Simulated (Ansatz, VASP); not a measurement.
# CO2: VASP beside Ansatz

```xyz
30
Lattice="8.4061 0.0000 0.0000 0.0000 8.4061 0.0000 0.0000 0.0000 8.4061" Properties=species:S:1:pos:R:3 pbc="T T T"
C     0.7157    0.3523    7.9318
C     3.6143    6.7074    2.0361
C     4.3732    1.0593    6.3874
C     6.8866    6.2411    5.6727
C     8.5769    4.9456    2.3006
C     3.5099    2.0868    3.1535
C     5.8429    3.2410    0.6632
C     3.6813    5.5332    6.8097
C     0.8102    3.7832    5.8237
C    -0.2635    0.7080    3.1666
O     0.8545    1.0690    8.8461
O     0.5699   -0.3688    7.0225
O     3.7837    6.4220    3.1570
O     3.4415    6.9817    0.9109
O     3.4941    1.2436    7.1351
O     5.2517    0.8811    5.6343
O     6.7472    5.7927    6.7462
O     7.0225    6.6642    4.5918
O     8.7953    5.9609    1.7619
O     8.3638    3.9227    2.8286
O     3.8322    1.3379    2.3163
O     3.1889    2.8438    3.9874
O     6.2327    2.5246   -0.1740
O     5.4658    3.9690    1.5002
O     3.5989    4.5019    7.3596
O     3.7729    6.5549    6.2523
O     0.4409    2.7174    6.1278
O     1.1627    4.8600    5.5225
O    -1.3343    0.9042    2.7397
O     0.8080    0.5147    3.5954
```

Alike in both runs: functional PBE; k mesh 1 × 1 × 1; occupations fermi-dirac, width 0.02 eV; no spin polarisation.

Ansatz relaxed the structure, and its values are those at the end. VASP's run is a single point on that final structure, the one shown.

|  | VASP | Ansatz |
| --- | --- | --- |
| version | VASP 6.6.1 | Ansatz 0.2.0 |
| potentials or method | VASP PAW PBE potentials, release 64 (C, O), cutoff 520 eV | scalar-relativistic, plane waves, PAW |
| valence electrons in the cell | 160 | 160 |

```tsv
	VASP	Ansatz	Ansatz less VASP
rms of the force components (eV/Å)	0.283	0.023	-0.2595
```

One of these differences is far larger than is usual between the two programs; its cause wasn't traced. With one functional, cell and mesh, what is left measures potentials, basis and numerics.

Noted on VASP's run: the standard files for N, O and F lose accuracy on very short bonds.
